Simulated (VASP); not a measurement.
# Cd (R-3m) in VASP: a series of runs

Cd is run at these levels: r2SCAN; tasks: single point.

Everything below comes from runs of VASP 6.6.1. Logs are shortened: lines on timing, memory, paths and dates and some standing lists are left out, and cuts for length are marked.

### Step 1. The cell of the first run

It takes space group R-3m (No. 166, trigonal). Conventional cell: a = 3.216 Å, b = 3.216 Å, c = 7.348 Å, α = 90.00°, β = 90.00°, γ = 120.00°. Cd (site symmetry -3m) has 12 Cd at 3.07 to 3.22 Å within 4.0 Å.

### Step 2. Single point, r2SCAN

POSCAR

```
Cd
1.0
    1.6080291515      0.9283960635      2.4492874100
   -1.6080291515      0.9283960635      2.4492874100
    0.0000000000     -1.8567921270      2.4492874100
Cd
1
Direct
    0.0000000000      0.0000000000      0.0000000000
```

INCAR.step1

```
SYSTEM = Cd
ALGO = Normal
EDIFF = 1E-5
ENCUT = 550
GGA = PE
GGA_COMPAT = .FALSE.
ISMEAR = 0
LASPH = .TRUE.
LCHARG = .FALSE.
LREAL = .FALSE.
LWAVE = .TRUE.
NBANDS = 12
NELM = 120
PREC = Accurate
SIGMA = 0.1
```

INCAR.step2

```
SYSTEM = Cd
ALGO = Normal
EDIFF = 1E-6
ENCUT = 550
GGA_COMPAT = .FALSE.
ISIF = 2
ISMEAR = 0
ISTART = 1
LASPH = .TRUE.
LCHARG = .FALSE.
LMIXTAU = .TRUE.
LREAL = .FALSE.
LWAVE = .FALSE.
METAGGA = R2SCAN
NBANDS = 12
NELM = 120
PREC = Accurate
SIGMA = 0.1
```

KPOINTS

```
k-points
0
G
  9 9 9
  0 0 0
```

Potentials or basis: VASP PAW PBE potentials, release 64 (Cd).

Launch:

```bash
$ cat potpaw_PBE.64/Cd/POTCAR > POTCAR
$ cp INCAR.step1 INCAR
$ mpirun -np 1 vasp_std > vasp.out
$ cp INCAR.step2 INCAR
$ mpirun -np 1 vasp_std > vasp.out
```

OUTCAR:

```text
SYSTEM = Cd
   EDIFF = 1E-6
   ENCUT = 550
   ISIF = 2
   ISMEAR = 0
   ISTART = 1
   LASPH = .TRUE.
   LREAL = .FALSE.
   METAGGA = R2SCAN
   NELM = 120
   PREC = Accurate

 ion  position               nearest neighbor table
   1  0.000  0.000  0.000-

  LATTYP: Found a trigonal (rhomboedric) cell.
 ALAT       =     3.0735461310
 COS(alpha) =     0.4525576903

  Lattice vectors:

 A1 = (   1.6080291515,   0.9283960635,   2.4492874100)
 A2 = (  -1.6080291515,   0.9283960635,   2.4492874100)
 A3 = (   0.0000000000,  -1.8567921270,   2.4492874100)

Analysis of symmetry for initial positions (statically):
=====================================================================
 Subroutine PRICEL returns:
 Original cell was already a primitive cell.

 Routine SETGRP: Setting up the symmetry group for a
 trigonal (rhombohedral) supercell.

 Subroutine GETGRP returns: Found 12 space group operations
 (whereof 12 operations were pure point group operations)
 out of a pool of 12 trial point group operations.

The static configuration has the point symmetry D_3d.

Analysis of symmetry for dynamics (positions and initial velocities):
=====================================================================
 Subroutine PRICEL returns:
 Original cell was already a primitive cell.

 Routine SETGRP: Setting up the symmetry group for a
 trigonal (rhombohedral) supercell.

 Subroutine GETGRP returns: Found 12 space group operations
 (whereof 12 operations were pure point group operations)
 out of a pool of 12 trial point group operations.

The dynamic configuration has the point symmetry D_3d.

 Subroutine INISYM returns: Found 12 space group operations
 (whereof 12 operations are pure point group operations),
 and found     1 'primitive' translations

----------------------------------------------------------------------------------------

                                     Primitive cell

  volume of cell :      21.9391

  direct lattice vectors                    reciprocal lattice vectors
     1.608029152  0.928396064  2.449287410     0.310939637  0.179521083  0.136094005
    -1.608029152  0.928396064  2.449287410    -0.310939637  0.179521083  0.136094005
     0.000000000 -1.856792127  2.449287410     0.000000000 -0.359042166  0.136094005

  length of vectors
     3.073546131  3.073546131  3.073546131     0.383969862  0.383969862  0.383969862

  position of ions in fractional coordinates (direct lattice)
     0.000000000  0.000000000  0.000000000

  ion indices of the primitive-cell ions
   primitive index   ion index
                 1           1

----------------------------------------------------------------------------------------

 KPOINTS: k-points

Automatic generation of k-mesh.
 Grid dimensions read from file:
 generate k-points for:    9    9    9

 Generating k-lattice:

  Cartesian coordinates                     Fractional coordinates (reciprocal lattice)
     0.034548849  0.019946787  0.015121556     0.111111111  0.000000000  0.000000000
    -0.034548849  0.019946787  0.015121556     0.000000000  0.111111111  0.000000000
     0.000000000 -0.039893574  0.015121556     0.000000000  0.000000000  0.111111111

  Length of vectors
     0.042663318  0.042663318  0.042663318

  Shift w.r.t. Gamma in fractional coordinates (k-lattice)
     0.000000000  0.000000000  0.000000000

 Subroutine IBZKPT returns following result:
 ===========================================

 Found     85 irreducible k-points:

 Following reciprocal coordinates:
            Coordinates               Weight
  0.000000  0.000000  0.000000      1.000000
  0.111111 -0.000000  0.000000      6.000000
  0.222222 -0.000000  0.000000      6.000000
  0.333333 -0.000000  0.000000      6.000000
  0.444444 -0.000000  0.000000      6.000000
  0.111111  0.111111  0.000000      6.000000
[... 16 lines left out ...]
 -0.333333  0.333333  0.000000      6.000000
  0.444444  0.444444  0.000000      6.000000
 [... further k-points ...]
   k-points           NKPTS =     85   k-points in BZ     NKDIM =     85   number of bands    NBANDS=     12
   number of dos      NEDOS =    301   number of ions     NIONS =      1
   total plane-waves  NPLWV =  13824
   dimension x,y,z NGX =    24 NGY =   24 NGZ =   24
   dimension x,y,z NGXF=    48 NGYF=   48 NGZF=   48
   ions per type =               1
   NGX,Y,Z   is equivalent  to a cutoff of  12.98, 12.98, 12.98 a.u.
   NGXF,Y,Z  is equivalent  to a cutoff of  25.96, 25.96, 25.96 a.u.
 SYSTEM =  Cd
   PREC   = accura    normal or accurate (medium, high low for compatibility)
   ISTART =      1    job   : 0-new  1-cont  2-samecut
   ICHARG =      0    charge: 1-file 2-atom 10-const
   ISPIN  =      1    spin polarized calculation?
   LNONCOLLINEAR =      F non collinear calculations
   LSORBIT =      F    spin-orbit coupling
   LASPH  =      T    aspherical Exc in radial PAW
   ENCUT  =  550.0 eV  40.42 Ry    6.36 a.u.   5.88  5.88  5.88*2*pi/ulx,y,z
   NELM   =    120;   NELMIN=  2; NELMDL=  0     # of ELM steps
   EDIFF  = 0.1E-05   stopping-criterion for ELM
   LREAL  =      F    real-space projection
   EDIFFG = 0.1E-04   stopping-criterion for IOM
   NSW    =      0    number of steps for IOM
   IBRION =     -1    ionic relax: 0-MD 1-quasi-New 2-CG
   NFREE  =      0    steps in history (QN), initial steepest desc. (CG)
   ISIF   =      2    stress and relaxation
   ISYM   =      2    0-nonsym 1-usesym 2-fastsym
   POTIM  = 0.5000    time-step for ionic-motion
   TEBEG  =    0.0;   TEEND  =   0.0 temperature during run
   PSTRESS=    0.0 pullay stress
   NELECT =      12.0000    total number of electrons
   NUPDOWN=      -1.0000    fix difference up-down
   EMIN   =  10.00;   EMAX   =-10.00  energy-range for DOS
   EFERMI =   0.00;   METHOD = LEGACY
   ISMEAR =     0;   SIGMA  =   0.10  broadening in eV -4-tet -1-fermi 0-gaus
   EFERMI_NEDOS =   21; number of points for ismear=-14 and -15
   IALGO  =     38    algorithm
   IMIX   =      4    mixing-type and parameters
     AMIX     =   0.40;   BMIX     =  1.00
     AMIX_MAG =   1.60;   BMIX_MAG =  1.00
  volume/ion in A,a.u.               =      21.94       148.05
  Fermi-wavevector in a.u.,A,eV,Ry     =   1.338842  2.530044 24.388398  1.792497
  Thomas-Fermi vector in A             =   2.467280
   LORBIT       =      0    0 simple, 1 ext, 2 COOP (PROOUT), +10 PAW based schemes
   METAGGA = R2SCAN    functional components
   LHFCALC =     F    Hartree Fock is set to
   AEXX    =    0.0000 exact exchange contribution
   IVDW    =     0    specifies the selected vdW correction
   LEPSILON=     F    determine dielectric tensor
   LRPA    =     F    only Hartree local field effects (RPA)
 non-spin polarized calculation
 Gauss-broadening in eV      SIGMA  =   0.10
  energy-cutoff  :      550.00
  volume of cell :       21.94
 maximum number of plane-waves:       655
   NGX = 11   NGY = 11   NGZ = 11

 number of electron      11.9999997 magnetization

 Free energy of the ion-electron system (eV)
  ---------------------------------------------------
  ext. energy  EPLUGINS =         0.00000000
  ---------------------------------------------------
  free energy    TOTEN  =       -20.07444170 eV

  energy without entropy =      -20.07315774  energy(sigma->0) =      -20.07379972

 E-fermi :   2.8525     XC(G=0): -11.7226

 val. band max:        2.8007082033   @ k =  -0.3333   0.2222   0.2222
 cond. band min:       2.9382915890   @ k =  -0.3333   0.4444   0.3333
 fundamental gap:      0.1375833857
 Fermi energy:         2.8525377750

 k-point     1 :       0.0000    0.0000    0.0000
  band No.  band energies     occupation
      1      -6.9056      2.00000
      2      -6.9056      2.00000
      3      -6.6830      2.00000
      4      -6.3317      2.00000
      5      -6.3317      2.00000
      6      -6.3069      2.00000
      7      16.7948      0.00000
      8      17.6064      0.00000
      9      17.6064      0.00000
     10      20.5977      0.00000
     11      21.0356      0.00000
     12      21.0356      0.00000

 k-point     2 :       0.1111   -0.0000    0.0000
  band No.  band energies     occupation
      1      -6.9265      2.00000
      2      -6.8771      2.00000
      3      -6.6428      2.00000
      4      -6.3376      2.00000
      5      -6.3366      2.00000
      6      -5.9742      2.00000
      7      14.1853      0.00000
      8      17.0054      0.00000
      9      17.2639      0.00000
     10      19.9206      0.00000
     11      21.7747      0.00000
     12      22.0102      0.00000

 k-point     3 :       0.2222   -0.0000    0.0000
  band No.  band energies     occupation
      1      -7.0541      2.00000
      2      -6.8481      2.00000
      3      -6.5799      2.00000
      4      -6.3012      2.00000
      5      -6.2761      2.00000
      6      -4.9261      2.00000
      7       9.8951      0.00000
      8      16.6815      0.00000
      9      16.7812      0.00000
     10      19.0027      0.00000
     11      21.7808      0.00000
     12      21.9885      0.00000
[... 286 lines left out ...]
 k-point    23 :      -0.3333    0.3333    0.0000
  band No.  band energies     occupation
      1      -7.2239      2.00000
      2      -6.7916      2.00000
      3      -6.5164      2.00000
      4      -6.2752      2.00000
      5      -6.0804      2.00000
      6       1.7047      2.00000
      7       4.5515      0.00000
      8       5.7516      0.00000
      9      13.1640      0.00000
     10      15.8042      0.00000
     11      23.4119      0.00000
     12      25.3885      0.00000

 k-point    24 :       0.4444    0.4444    0.0000
  band No.  band energies     occupation
      1      -7.4689      2.00000
      2      -7.3413      2.00000
      3      -6.0407      2.00000
      4      -5.9100      2.00000
      5      -5.8696      2.00000
      6       0.8664      2.00000
      7       5.5591      0.00000
      8       9.2895      0.00000
      9      10.9074      0.00000
     10      13.5257      0.00000
     11      15.1338      0.00000
     12      30.2892      0.00000

 [... further k-points ...]

------------------------ aborting loop because EDIFF is reached ----------------------------------------

  FORCE on cell =-STRESS in cart. coord.  units (eV):
  Direction    XX          YY          ZZ          XY          YZ          ZX
  --------------------------------------------------------------------------------------
  -------------------------------------------------------------------------------------
  Total        0.0622501      0.0622501     -0.0203916      0.0000000      0.0000000     -0.0000000
  in kB        4.5460286      4.5460286     -1.4891691      0.0000000      0.0000000     -0.0000000
  external PRESSURE =       2.5342960 kB  Pullay stress =       0.0000000 kB

 VOLUME and BASIS-vectors are now :
 -----------------------------------------------------------------------------
  energy-cutoff  :      550.00
  volume of cell :       21.94
      direct lattice vectors                 reciprocal lattice vectors
     1.608029152  0.928396064  2.449287410     0.310939637  0.179521083  0.136094005
    -1.608029152  0.928396064  2.449287410    -0.310939637  0.179521083  0.136094005
     0.000000000 -1.856792127  2.449287410     0.000000000 -0.359042166  0.136094005

 POSITION                                       TOTAL-FORCE (eV/Angst)
 -----------------------------------------------------------------------------------
      0.00000      0.00000      0.00000        -0.000000      0.000000      0.000000
 -----------------------------------------------------------------------------------
    total drift:                                0.000000     -0.000000      0.000000

  FREE ENERGIE OF THE ION-ELECTRON SYSTEM (eV)
  ---------------------------------------------------
  free  energy   TOTEN  =       -20.0744417048 eV

  energy  without entropy=      -20.0731577364  energy(sigma->0) =      -20.07379972
```

It took 81 s on 1 thread of Intel Xeon 8259CL, shared host; peak memory 0.16 GiB.

What came out:

| Property | Result |
| --- | --- |
| Free energy | -20.0744 eV |
| Pressure | 0.3 GPa |
| Band gap on the k mesh | zero (bands 6 and 7 overlap by 1.94 eV) |

Stress tensor (GPa, compression positive):
```
 0.45  0.00  0.00
 0.00  0.45  0.00
 0.00  0.00 -0.15
```

Caveat: the PAW data sets were made with another functional, which shifts forces and pressure a little.

### Step 3. Single point, r2SCAN

This run uses another cell than the first one: it holds 12 atoms, not 1.

POSCAR

```
Cd
1.0
    3.6013798690      2.0792576368      6.1418010145
   -3.6013798690      2.0792576368      6.1418010145
    0.0000000000     -4.1585152735      6.1418010145
Cd
12
Direct
    0.0101900000      0.6536100000      0.0101900000
    0.0101900000      0.0101900000      0.6536100000
    0.6536100000      0.0101900000      0.0101900000
    0.9898100000      0.3463900000      0.9898100000
    0.3463900000      0.9898100000      0.9898100000
    0.9898100000      0.9898100000      0.3463900000
    0.2211800000      0.6306000000      0.2211800000
    0.2211800000      0.2211800000      0.6306000000
    0.6306000000      0.2211800000      0.2211800000
    0.7788200000      0.3694000000      0.7788200000
    0.3694000000      0.7788200000      0.7788200000
    0.7788200000      0.7788200000      0.3694000000
```

INCAR.step1

```
ALGO = Normal
EDIFF = 1E-4
ENCUT = 520
GGA = PE
ISMEAR = 0
LASPH = True
LCHARG = False
LREAL = False
LWAVE = True
NBANDS = 84
NELM = 100
PREC = Accurate
SIGMA = 0.1
```

INCAR.step2

```
ALGO = Normal
EDIFF = 1E-6
ENCUT = 520
ISIF = 2
ISMEAR = 0
ISTART = 1
LASPH = True
LCHARG = False
LMIXTAU = True
LREAL = False
LWAVE = False
METAGGA = R2SCAN
NBANDS = 84
NELM = 100
PREC = Accurate
SIGMA = 0.1
```

KPOINTS

```
k-points
0
Gamma
  3 3 3
```

Potentials or basis: VASP PAW PBE potentials, release 64 (Cd).

Launch:

```bash
$ cat potpaw_PBE.64/Cd/POTCAR > POTCAR
$ cp INCAR.step1 INCAR
$ mpirun -np 1 vasp_std > vasp.out
$ cp INCAR.step2 INCAR
$ mpirun -np 1 vasp_std > vasp.out
```

Wall time 6.9 min (1 thread of Intel Xeon Platinum 8488C (Sapphire Rapids), shared host); peak memory 0.49 GiB.

Results (log left out):

- Free energy: -231.1768 eV
- Pressure: 25.0 GPa
- Largest force: 3.871 eV/Å
- Band gap on the k mesh: zero (bands 72 and 73 overlap by 0.77 eV)

Forces on the atoms (eV/Å):
```
Cd   1.427 -0.824 -0.626
Cd   0.000  1.648 -0.626
Cd  -1.427 -0.824 -0.626
Cd  -1.427  0.824  0.626
Cd   1.427  0.824  0.626
Cd   0.000 -1.648  0.626
Cd   3.286 -1.897  0.765
Cd   0.000  3.795  0.765
Cd  -3.286 -1.897  0.765
Cd  -3.286  1.897 -0.765
Cd   3.286  1.897 -0.765
Cd   0.000 -3.795 -0.765
```

Stress tensor (GPa, compression positive):
```
22.69  0.00  0.00
 0.00 22.69  0.00
 0.00  0.00 29.54
```

Levels at points of the mesh, in eV from the Fermi level:
| k point | band 69 | band 70 | band 71 | band 72 | band 73 | band 74 | band 75 | band 76 |
| --- | --- | --- | --- | --- | --- | --- | --- | --- |
| (0.00, 0.00, 0.00) | -2.86 | -2.86 | -2.54 | -1.62 | -0.62 | -0.62 | 1.66 | 2.34 |

Caveat: the cell stands under pressure; the PAW data sets were made with another functional, which shifts forces and pressure a little.

### Step 4. Single point, r2SCAN

This run uses another cell than the first one: it holds 12 atoms, not 1.

POSCAR

```
Cd
1.0
    3.7073147156      2.1404191490      7.0071172429
   -3.7073147156      2.1404191490      7.0071172429
    0.0000000000     -4.2808382980      7.0071172429
Cd
12
Direct
    0.0984745759      0.4923350441      0.0984745759
    0.0984745759      0.0984745759      0.4923350441
    0.4923350441      0.0984745759      0.0984745759
    0.9015254241      0.5076649559      0.9015254241
    0.5076649559      0.9015254241      0.9015254241
    0.9015254241      0.9015254241      0.5076649559
    0.2416126300      0.6388888928      0.2416126300
    0.2416126300      0.2416126300      0.6388888928
    0.6388888928      0.2416126300      0.2416126300
    0.7583873700      0.3611111072      0.7583873700
    0.3611111072      0.7583873700      0.7583873700
    0.7583873700      0.7583873700      0.3611111072
```

INCAR.step1

```
PREC = Accurate ; ENCUT = 520
ISMEAR = 0 ; SIGMA = 0.1
LREAL = F ; LASPH = T
NELM = 60 ; NBANDS = 84
GGA = PE ; ALGO = Normal
EDIFF = 1E-4 ; LWAVE = T
LCHARG = F
```

INCAR.step2

```
PREC = Accurate ; ENCUT = 520
EDIFF = 1E-7 ; ISMEAR = 0
SIGMA = 0.1 ; LREAL = F
LASPH = T ; NELM = 60
ALGO = Normal ; ISIF = 2
LWAVE = F ; LCHARG = F
METAGGA = R2SCAN ; LMIXTAU = T
NBANDS = 84 ; ISTART = 1
```

KPOINTS

```
regular mesh
0
Gamma
  3 3 3
```

Launch:

```bash
$ cat potpaw_PBE.64/Cd/POTCAR > POTCAR
$ cp INCAR.step1 INCAR
$ mpirun -np 1 vasp_std > vasp.out
$ cp INCAR.step2 INCAR
$ mpirun -np 1 vasp_std > vasp.out
```

It took 14 min on 1 thread of Intel Xeon Platinum 8488C (Sapphire Rapids), shared host; peak memory 0.67 GiB.

The run converged. Its results:

```
Free energy            : -239.2519 eV
Pressure               : 0.2 GPa
Largest force          : 0.029 eV/Å
Band gap on the k mesh : zero (bands 72 and 73 overlap by 1.42 eV)
```

Forces on the atoms (eV/Å):
```
Cd   0.025 -0.014 -0.003
Cd   0.000  0.029 -0.003
Cd  -0.025 -0.014 -0.003
Cd  -0.025  0.014  0.003
Cd   0.025  0.014  0.003
Cd   0.000 -0.029  0.003
Cd  -0.001  0.001  0.014
Cd   0.000 -0.001  0.014
Cd   0.001  0.001  0.014
Cd   0.001 -0.001 -0.014
Cd  -0.001 -0.001 -0.014
Cd   0.000  0.001 -0.014
```

Stress tensor (GPa, compression positive):
```
0.17 0.00 0.00
0.00 0.17 0.00
0.00 0.00 0.37
```

Levels at points of the mesh, in eV from the Fermi level:
```csv
k point,band 68,band 69,band 70,band 71,band 72,band 73,band 74,band 75,band 76,band 77
"(0.00, 0.00, 0.00)",-3.22,-1.87,-1.87,-1.26,-1.15,-1.15,-0.77,-0.27,2.09,2.09
```

Caveat: the PAW data sets were made with another functional, which shifts forces and pressure a little.

### Step 5. Overview

```tsv
cell	k mesh	cutoff (eV)	gap on the mesh (eV)	pressure (GPa)	largest force (eV/Å)
a = 3.074 Å, angles 63.1°, 1 atom, atomic positions A	9 × 9 × 9	550	none	0.3	-
a = 7.417 Å, angles 58.1°, 12 atoms, atomic positions B	3 × 3 × 3	520	none	25.0	3.87
a = 8.211 Å, angles 53.7°, 12 atoms, atomic positions C	3 × 3 × 3	520	none	0.2	0.03
```

Alike in all rows: task single point; level r2SCAN; potentials or basis VASP PAW PBE potentials, release 64 (Cd); no spin polarisation; smearing gaussian 0.1 eV.

Caveats: the PAW data sets were made with another functional, which shifts forces and pressure a little; the cell stands under pressure (at least some runs).

Total energies depend on the potentials used, so only differences within one code and one set of settings carry meaning.
